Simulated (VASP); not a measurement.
# MgO (Fm-3m) in VASP: single point with LDA

Aim: the single point of MgO with LDA.

All numbers are computed with VASP 6.6.1; they aren't measurements. Logs are shortened: lines on timing, memory, paths and dates and some standing lists are left out, and cuts for length are marked.

**The experiment to reproduce.**

“Electronic structure of alkaline earth and post-transition metal oxides”, 2009, arxiv:0908.1581 quotes, for a bulk crystal of MgO: band gap 7.83 eV.

The runs below are set against these values where they give the same quantity.

### Step 1. The cell of the first run

It takes space group Fm-3m (No. 225, cubic). Conventional cell: a = 4.159 Å, b = 4.159 Å, c = 4.159 Å, α = 90.00°, β = 90.00°, γ = 90.00°. Mg (site symmetry m-3m) has 6 O at 2.08 Å within 2.8 Å. Within 2.8 Å of O (site symmetry m-3m) lie 6 Mg at 2.08 Å.

### Step 2. Single point, LDA

INCAR reads:

```
ALGO = Normal
EDIFF = 1E-6
ENCUT = 840
GGA = CA
GGA_COMPAT = False
ISIF = 2
ISMEAR = 0
LASPH = True
LCHARG = True
LELF = True
LREAL = False
LVHAR = True
LWAVE = False
NBANDS = 15
NELM = 120
PREC = Accurate
SIGMA = 0.01
```

KPOINTS reads:

```
k-points
0
Gamma
  8 8 8
```

POSCAR reads:

```
MgO
1.0
    0.0000000000      2.0796027515      2.0796027515
    2.0796027515      0.0000000000      2.0796027515
    2.0796027515      2.0796027515      0.0000000000
Mg O
1 1
Direct
    0.0000000000      0.0000000000      0.0000000000
    0.5000000000      0.5000000000      0.5000000000
```

Potentials or basis: VASP PAW LDA potentials, release 64 (Mg_sv, O).

Launch:

```sh
$ cat potpaw_LDA.64/Mg_sv/POTCAR potpaw_LDA.64/O/POTCAR > POTCAR
$ mpirun -np 1 vasp_std > vasp.out
```

OUTCAR:

```text
EDIFF = 1E-6
   ENCUT = 840
   GGA = CA
   ISIF = 2
   ISMEAR = 0
   LASPH = True
   LREAL = False
   NELM = 120
   PREC = Accurate

 ion  position               nearest neighbor table
   1  0.000  0.000  0.000-   2 2.08   2 2.08   2 2.08   2 2.08   2 2.08   2 2.08
   2  0.500  0.500  0.500-   1 2.08   1 2.08   1 2.08   1 2.08   1 2.08   1 2.08

  LATTYP: Found a face centered cubic cell.
 ALAT       =     4.1592055030

  Lattice vectors:

 A1 = (   0.0000000000,   2.0796027515,   2.0796027515)
 A2 = (   2.0796027515,   0.0000000000,   2.0796027515)
 A3 = (   2.0796027515,   2.0796027515,   0.0000000000)

Analysis of symmetry for initial positions (statically):
=====================================================================
 Subroutine PRICEL returns:
 Original cell was already a primitive cell.

 Routine SETGRP: Setting up the symmetry group for a
 face centered cubic supercell.

 Subroutine GETGRP returns: Found 48 space group operations
 (whereof 48 operations were pure point group operations)
 out of a pool of 48 trial point group operations.

The static configuration has the point symmetry O_h .

Analysis of symmetry for dynamics (positions and initial velocities):
=====================================================================
 Subroutine PRICEL returns:
 Original cell was already a primitive cell.

 Routine SETGRP: Setting up the symmetry group for a
 face centered cubic supercell.

 Subroutine GETGRP returns: Found 48 space group operations
 (whereof 48 operations were pure point group operations)
 out of a pool of 48 trial point group operations.

The dynamic configuration has the point symmetry O_h .

 Subroutine INISYM returns: Found 48 space group operations
 (whereof 48 operations are pure point group operations),
 and found     1 'primitive' translations

----------------------------------------------------------------------------------------

                                     Primitive cell

  volume of cell :      17.9875

  direct lattice vectors                    reciprocal lattice vectors
     0.000000000  2.079602751  2.079602751    -0.240430534  0.240430534  0.240430534
     2.079602751  0.000000000  2.079602751     0.240430534 -0.240430534  0.240430534
     2.079602751  2.079602751  0.000000000     0.240430534  0.240430534 -0.240430534

  length of vectors
     2.941002416  2.941002416  2.941002416     0.416437901  0.416437901  0.416437901

  position of ions in fractional coordinates (direct lattice)
     0.000000000  0.000000000  0.000000000
     0.500000000  0.500000000  0.500000000

  ion indices of the primitive-cell ions
   primitive index   ion index
                 1           1
                 2           2

----------------------------------------------------------------------------------------

 KPOINTS: k-points

Automatic generation of k-mesh.
 Grid dimensions read from file:
 generate k-points for:    8    8    8

 Generating k-lattice:

  Cartesian coordinates                     Fractional coordinates (reciprocal lattice)
    -0.030053817  0.030053817  0.030053817     0.125000000  0.000000000  0.000000000
     0.030053817 -0.030053817  0.030053817     0.000000000  0.125000000  0.000000000
     0.030053817  0.030053817 -0.030053817     0.000000000  0.000000000  0.125000000

  Length of vectors
     0.052054738  0.052054738  0.052054738

  Shift w.r.t. Gamma in fractional coordinates (k-lattice)
     0.000000000  0.000000000  0.000000000

 Subroutine IBZKPT returns following result:
 ===========================================

 Found     29 irreducible k-points:

 Following reciprocal coordinates:
            Coordinates               Weight
  0.000000  0.000000  0.000000      1.000000
  0.125000  0.000000  0.000000      8.000000
  0.250000  0.000000  0.000000      8.000000
  0.375000  0.000000  0.000000      8.000000
  0.500000  0.000000  0.000000      4.000000
  0.125000  0.125000  0.000000      6.000000
[... 16 lines left out ...]
  0.500000  0.250000  0.125000     48.000000
 -0.375000  0.250000  0.125000     24.000000
 [... further k-points ...]
   k-points           NKPTS =     29   k-points in BZ     NKDIM =     29   number of bands    NBANDS=     15
   number of dos      NEDOS =    301   number of ions     NIONS =      2
   total plane-waves  NPLWV =  21952
   dimension x,y,z NGX =    28 NGY =   28 NGZ =   28
   dimension x,y,z NGXF=    56 NGYF=   56 NGZF=   56
   ions per type =               1   1
   NGX,Y,Z   is equivalent  to a cutoff of  15.83, 15.83, 15.83 a.u.
   NGXF,Y,Z  is equivalent  to a cutoff of  31.66, 31.66, 31.66 a.u.
 SYSTEM =  unknown system
   PREC   = accura    normal or accurate (medium, high low for compatibility)
   ISTART =      0    job   : 0-new  1-cont  2-samecut
   ICHARG =      2    charge: 1-file 2-atom 10-const
   ISPIN  =      1    spin polarized calculation?
   LNONCOLLINEAR =      F non collinear calculations
   LSORBIT =      F    spin-orbit coupling
   LASPH  =      T    aspherical Exc in radial PAW
   ENCUT  =  840.0 eV  61.74 Ry    7.86 a.u.   6.95  6.95  6.95*2*pi/ulx,y,z
   NELM   =    120;   NELMIN=  2; NELMDL= -5     # of ELM steps
   EDIFF  = 0.1E-05   stopping-criterion for ELM
   LREAL  =      F    real-space projection
   EDIFFG = 0.1E-04   stopping-criterion for IOM
   NSW    =      0    number of steps for IOM
   IBRION =     -1    ionic relax: 0-MD 1-quasi-New 2-CG
   NFREE  =      0    steps in history (QN), initial steepest desc. (CG)
   ISIF   =      2    stress and relaxation
   ISYM   =      2    0-nonsym 1-usesym 2-fastsym
   POTIM  = 0.5000    time-step for ionic-motion
   TEBEG  =    0.0;   TEEND  =   0.0 temperature during run
   PSTRESS=    0.0 pullay stress
   NELECT =      16.0000    total number of electrons
   NUPDOWN=      -1.0000    fix difference up-down
   EMIN   =  10.00;   EMAX   =-10.00  energy-range for DOS
   EFERMI =   0.00;   METHOD = LEGACY
   ISMEAR =     0;   SIGMA  =   0.01  broadening in eV -4-tet -1-fermi 0-gaus
   EFERMI_NEDOS =   21; number of points for ismear=-14 and -15
   IALGO  =     38    algorithm
   IMIX   =      4    mixing-type and parameters
     AMIX     =   0.40;   BMIX     =  1.00
     AMIX_MAG =   1.60;   BMIX_MAG =  1.00
  volume/ion in A,a.u.               =       8.99        60.69
  Fermi-wavevector in a.u.,A,eV,Ry     =   1.574434  2.975249 33.726696  2.478842
  Thomas-Fermi vector in A             =   2.675569
   LORBIT       =      0    0 simple, 1 ext, 2 COOP (PROOUT), +10 PAW based schemes
   GGA     = CA    functional components
   LHFCALC =     F    Hartree Fock is set to
   AEXX    =    0.0000 exact exchange contribution
   IVDW    =     0    specifies the selected vdW correction
   LEPSILON=     F    determine dielectric tensor
   LRPA    =     F    only Hartree local field effects (RPA)
 non-spin polarized calculation
 Gauss-broadening in eV      SIGMA  =   0.01
  energy-cutoff  :      840.00
  volume of cell :       17.99
 maximum number of plane-waves:      1006
   NGX = 13   NGY = 13   NGZ = 13

 number of electron      15.9999996 magnetization

 Free energy of the ion-electron system (eV)
  ---------------------------------------------------
  ext. energy  EPLUGINS =         0.00000000
  ---------------------------------------------------
  free energy    TOTEN  =       -13.23336198 eV

  energy without entropy =      -13.23336198  energy(sigma->0) =      -13.23336198

 E-fermi :   3.0228     XC(G=0): -12.1305

 val. band max:        2.8602565470   @ k =   0.0000   0.0000   0.0000
 cond. band min:       7.9052780476   @ k =   0.0000   0.0000   0.0000
 fundamental gap:      5.0450215005
 Fermi energy:         3.0228072806

 k-point     1 :       0.0000    0.0000    0.0000
  band No.  band energies     occupation
      1     -68.3542      2.00000
      2     -35.8106      2.00000
      3     -35.8106      2.00000
      4     -35.8106      2.00000
      5     -14.3255      2.00000
      6       2.8603      2.00000
      7       2.8603      2.00000
      8       2.8603      2.00000
      9       7.9053      0.00000
     10      18.5959      0.00000
     11      18.5959      0.00000
     12      18.5959      0.00000
     13      22.7246      0.00000
     14      24.4044      0.00000
     15      24.4044      0.00000

 k-point     2 :       0.1250    0.0000    0.0000
  band No.  band energies     occupation
      1     -68.3526      2.00000
      2     -35.8264      2.00000
      3     -35.8121      2.00000
      4     -35.8121      2.00000
      5     -14.1389      2.00000
      6       1.8828      2.00000
      7       2.7474      2.00000
      8       2.7474      2.00000
      9       8.8043      0.00000
     10      16.9356      0.00000
     11      18.9767      0.00000
     12      18.9767      0.00000
     13      23.4801      0.00000
     14      23.4801      0.00000
     15      24.9570      0.00000

 k-point     3 :       0.2500    0.0000    0.0000
  band No.  band energies     occupation
      1     -68.3486      2.00000
      2     -35.8642      2.00000
      3     -35.8159      2.00000
      4     -35.8159      2.00000
      5     -13.6515      2.00000
      6       0.0973      2.00000
      7       2.4877      2.00000
      8       2.4877      2.00000
      9      10.1974      0.00000
     10      15.4574      0.00000
     11      19.5377      0.00000
     12      19.5377      0.00000
     13      23.0866      0.00000
     14      23.0866      0.00000
     15      25.1819      0.00000
[... 343 lines left out ...]
 k-point    23 :       0.5000    0.2500    0.1250
  band No.  band energies     occupation
      1     -68.3424      2.00000
      2     -35.8913      2.00000
      3     -35.8445      2.00000
      4     -35.8268      2.00000
      5     -12.8808      2.00000
      6      -1.0287      2.00000
      7       1.0287      2.00000
      8       1.9278      2.00000
      9      12.5215      0.00000
     10      14.5811      0.00000
     11      16.9284      0.00000
     12      20.1602      0.00000
     13      22.6648      0.00000
     14      25.4410      0.00000
     15      29.1573      0.00000

 k-point    24 :      -0.3750    0.2500    0.1250
  band No.  band energies     occupation
      1     -68.3409      2.00000
      2     -35.8997      2.00000
      3     -35.8471      2.00000
      4     -35.8299      2.00000
      5     -12.6878      2.00000
      6      -1.3523      2.00000
      7       0.8110      2.00000
      8       1.8020      2.00000
      9      12.6318      0.00000
     10      15.2202      0.00000
     11      16.4918      0.00000
     12      19.9196      0.00000
     13      23.5607      0.00000
     14      25.1096      0.00000
     15      29.2765      0.00000

 [... further k-points ...]

------------------------ aborting loop because EDIFF is reached ----------------------------------------

  FORCE on cell =-STRESS in cart. coord.  units (eV):
  Direction    XX          YY          ZZ          XY          YZ          ZX
  --------------------------------------------------------------------------------------
  -------------------------------------------------------------------------------------
  Total        0.0692749      0.0692749      0.0692749      0.0000000      0.0000000      0.0000000
  in kB        6.1704289      6.1704289      6.1704289      0.0000000      0.0000000      0.0000000
  external PRESSURE =       6.1704289 kB  Pullay stress =       0.0000000 kB

 VOLUME and BASIS-vectors are now :
 -----------------------------------------------------------------------------
  energy-cutoff  :      840.00
  volume of cell :       17.99
      direct lattice vectors                 reciprocal lattice vectors
     0.000000000  2.079602751  2.079602751    -0.240430534  0.240430534  0.240430534
     2.079602751  0.000000000  2.079602751     0.240430534 -0.240430534  0.240430534
     2.079602751  2.079602751  0.000000000     0.240430534  0.240430534 -0.240430534

 POSITION                                       TOTAL-FORCE (eV/Angst)
 -----------------------------------------------------------------------------------
      0.00000      0.00000      0.00000         0.000000     -0.000000     -0.000000
      2.07960      2.07960      2.07960        -0.000000      0.000000      0.000000
 -----------------------------------------------------------------------------------
    total drift:                                0.000000      0.000000      0.000000

  FREE ENERGIE OF THE ION-ELECTRON SYSTEM (eV)
  ---------------------------------------------------
  free  energy   TOTEN  =       -13.2333619771 eV

  energy  without entropy=      -13.2333619771  energy(sigma->0) =      -13.23336198
```

Run time: 7.5 s. Hardware: 1 thread of Intel Xeon 6975P-C (Granite Rapids), shared host; peak memory 0.14 GiB.

What came out:

```yaml
Free_energy: -13.2334 eV
Pressure: 0.6 GPa
Band_gap_on_the_k_mesh: 5.04 eV
```

### Step 3. Against experiment

Step 2. A measured gap of MgO is 7.83 eV (quoted in “Electronic structure of alkaline earth and post-transition metal oxides”, 2009, arxiv:0908.1581); the calculated 5.04 eV misses it by -2.79 eV. The value is that of LDA, without temperature or zero-point motion. Semilocal functionals fall short of measured gaps as a rule.
